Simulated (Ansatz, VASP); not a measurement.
Two plane-wave programs on CdP

File INCAR:

```
SYSTEM = CdP
ALGO = Normal
EDIFF = 1E-6
ENCUT = 520
GGA = PE
ISIF = 2
ISMEAR = 0
LASPH = .TRUE.
LCHARG = .FALSE.
LREAL = .FALSE.
LWAVE = .FALSE.
NBANDS = 25
NELM = 60
PREC = Accurate
SIGMA = 0.1
```

Contents of KPOINTS:

```
k-points
0
G
  6 6 4
  0 0 0
```

Contents of POSCAR:

```
CdP
1.0
    2.0847402667     -5.2896008011      0.0000000000
    2.0847402667      5.2896008011      0.0000000000
    0.0000000000      0.0000000000      4.0378236395
Cd P
2 2
Direct
    0.8620000000      0.1380000000      0.7500000000
    0.1380000000      0.8620000000      0.2500000000
    0.5830000000      0.4170000000      0.7500000000
    0.4170000000      0.5830000000      0.2500000000
```

Input for Ansatz:

```yaml
crystal:
  lattice:
    - [2.0847402667, -5.2896008011, 0.0]
    - [2.0847402667, 5.2896008011, 0.0]
    - [0.0, 0.0, 4.0378236395]
  atoms:
    - { symbol: Cd, position: [0.862, 0.138, 0.75] }
    - { symbol: Cd, position: [0.138, 0.862, 0.25] }
    - { symbol: P, position: [0.583, 0.417, 0.75] }
    - { symbol: P, position: [0.417, 0.583, 0.25] }
basis:
  ecutwfc: 420
kpoints:
  mp_grid: { grid: [6, 6, 4] }
hamiltonian:
  xc: pbe
scf:
  occupations: { method: gaussian, width: 0.1 }
  lower_state_search: "off"
output:
  forces: true
  stress: true
  eigenvalues: true
```

Alike in both runs: task single point; functional PBE; k mesh 6 × 6 × 4; occupations gaussian, width 0.1 eV; no spin polarisation.

```csv
,VASP,Ansatz
version,VASP 6.6.1,Ansatz 0.2.0
potentials or method,"VASP PAW PBE potentials, release 64 (Cd, P), cutoff 520 eV","scalar-relativistic, plane waves, PAW"
valence electrons in the cell,34,50
```

Ansatz gave:

* gap on the k mesh at the Fermi level (eV): none
* pressure (GPa): -4.4
* traceless stress, the component that is largest in VASP (GPa): -1.87
* rms of the force components (eV/Å): 0.151

Problem. Which values does VASP return?

Solution. gap on the k mesh at the Fermi level (eV): none; pressure (GPa): -4.2; traceless stress, the component that is largest in VASP (GPa): -1.88; rms of the force components (eV/Å): 0.157.

Atom by atom the forces differ by 0.006 eV/Å (rms over components). A gap of «none» marks a metal or a gap that the smearing closes. VASP's potentials hold 34 valence electrons a cell and Ansatz's 50, so a difference there can come from the potentials and not from the codes.

The k mesh is coarse, so the values compare programs but aren't converged.
